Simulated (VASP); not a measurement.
Crystal: Mg.

```
CELL_PARAMETERS angstrom
3.20930 0.00000 0.00000
-1.60465 2.77934 0.00000
0.00000 0.00000 5.21030
ATOMIC_POSITIONS crystal
Mg 0.33333 0.66667 0.25000
Mg 0.66667 0.33333 0.75000
```

Base run:

```yaml
Program: VASP 6.6.1
Functional: PBE
Potentials_or_basis: VASP PAW PBE potentials, release 64 (Mg)
Cutoff: 600 eV
k_mesh: 11 × 11 × 6
Occupations: methfessel-paxton, width 0.05 eV
Spin: no spin polarisation
```

Its results: band gap on the k mesh zero (bands 2 and 3 overlap by 2.11 eV); pressure -0.6 GPa.

Q: After a change of settings the same cell gave: band gap on the k mesh zero (bands 2 and 3 overlap by 2.16 eV); pressure -2.9 GPa. Which change was it?
A. functional from PBE to LDA; potentials or basis from VASP PAW PBE potentials, release 64 (Mg) to VASP PAW LDA potentials, release 64 (Mg)
B. functional from PBE to BLYP
C. functional from PBE to RPBE

A: A.
